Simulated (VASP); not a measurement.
Be: single point with PBE

The system is Be.

```
CELL_PARAMETERS angstrom
2.26567 0.00000 0.00000
-1.13284 1.96213 0.00000
0.00000 0.00000 3.55870
ATOMIC_POSITIONS crystal
Be 0.33333 0.66667 0.25000
Be 0.66667 0.33333 0.75000
```

```yaml
Program: VASP 6.6.1
Task: single point
Functional: PBE
Potentials_or_basis: VASP PAW PBE potentials, release 64 (Be)
Cutoff: 520 eV
k_mesh: 16 × 16 × 9
Occupations: fermi-dirac, width 0.03 eV
Spin: no spin polarisation
Dipole_correction: no
Further_INCAR_settings: ALGO = Normal; EDIFF = 1e-06; NBANDS = 9
```

| Property | Result |
| --- | --- |
| Pressure | 0.1 GPa |
| Band gap on the k mesh | zero (band 2 reaches 7.95 eV, above the bottom of band 3 at 6.35 eV) |

Stress tensor (GPa, compression positive):
```
0.22 0.00 0.00
0.00 0.22 0.00
0.00 0.00 0.01
```

Levels at points of the mesh, in eV from the Fermi level:
```csv
k point,band 1,band 2,band 3,band 4,band 5,band 6
"(0.00, 0.00, 0.00)",-11.33,-4.40,1.17,15.96,15.96,18.82
"(0.50, 0.00, 0.00)",-5.00,-3.13,3.66,6.52,6.80,9.39
```

Wall time 9.5 s on 1 thread of Intel(R) Xeon(R) Platinum 8488C (Sapphire Rapids) (shared host), peak memory 0.13 GiB.
